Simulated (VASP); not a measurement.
GaP, 2 atoms in the cell. The structure is tetragonal, space group I-4m2 (No. 119). The conventional cell has a = 3.854 Å, b = 3.854 Å, c = 5.669 Å, α = 90.00°, β = 90.00°, γ = 90.00°. Within 3.2 Å of Ga (site symmetry -4m2) lie 4 P at 2.39 Å. Within 3.2 Å of P (site symmetry -4m2) lie 4 Ga at 2.39 Å.  This cell differs from its parent crystal: strain +0.000 along x and y, +0.040 along z.

* Program: VASP 6.6.1
* Task: single point
* Functional: PBE
* Potentials or basis: VASP PAW PBE potentials, release 64 (Ga_d, P)
* Cutoff: 520 eV
* k mesh: 8 × 8 × 8
* Occupations: gaussian, width 0.05 eV
* Spin: no spin polarisation
* Dipole correction: no
* Further INCAR settings: ALGO = Normal; EDIFF = 1e-07; NBANDS = 16

Potentials or basis: VASP PAW PBE potentials, release 64 (Ga_d, P).

Launch:

```console
$ cat potpaw_PBE.64/Ga_d/POTCAR potpaw_PBE.64/P/POTCAR > POTCAR
$ mpirun -np 1 vasp_std > vasp.out
```

Hardware: 1 thread of Intel Xeon 8259CL, with other jobs on the host.

Question: Estimate the wall time of this run.

Answer: Run time: 68 s on 1 thread of Intel Xeon 8259CL, with other jobs on the host, peak memory 0.19 GiB. Counts: scf iterations 14, k points 59.
